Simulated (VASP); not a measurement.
Here is a VASP 6.6.1 calculation.

File INCAR:

```
PREC     = Accurate       # precision mode
ENCUT    = 520            # plane-wave cutoff, eV
EDIFF    = 1E-6           # SCF threshold, eV
ISMEAR   = -1             # smearing method
SIGMA    = 0.02           # smearing width, eV
LREAL    = F              # projectors in reciprocal space
LASPH    = T              # aspherical terms in the spheres
NELM     = 60             # most SCF steps
ALGO     = Normal         # electronic algorithm
ISIF     = 2              # what is computed and relaxed
LWAVE    = F              # write WAVECAR
LCHARG   = F              # write CHGCAR
GGA      = PE             # functional
IBRION   = 2              # ionic algorithm
NSW      = 80             # ionic steps
EDIFFG   = -0.02          # ionic threshold
```

KPOINTS

```
Automatic mesh
0
Gamma
  7 7 9
```

Contents of POSCAR:

```
SnO2
1.0
    4.7062003841      0.0000000000      0.0000000000
    0.0000000000      4.7062003841      0.0000000000
    0.0000000000      0.0000000000      3.1651134496
Sn O
2 4
Direct
    0.0000000000      0.0000000000      0.0000000000
    0.5000000000      0.5000000000      0.5000000000
    0.3053957314      0.3053957314      0.0000000000
    0.1946042686      0.8053957314      0.5000000000
    0.6946042686      0.6946042686      0.0000000000
    0.8053957314      0.1946042686      0.5000000000
```

Potentials or basis: VASP PAW PBE potentials, release 64 (Sn_d, O).

Command:

```console
$ cat potpaw_PBE.64/Sn_d/POTCAR potpaw_PBE.64/O/POTCAR > POTCAR
$ mpirun -np 1 vasp_std > vasp.out
```

Task: Predict the energy gained by relaxing.

Result: 0.1 meV/atom.

Task: What does it give for the band gap on the k mesh?

Result: 1.46 eV.

Stress tensor (GPa, compression positive):
```
15.09  0.00  0.00
 0.00 15.09  0.00
 0.00  0.00 18.67
```

Caveat: spin-orbit coupling is left out, which moves the levels of the heavy elements.
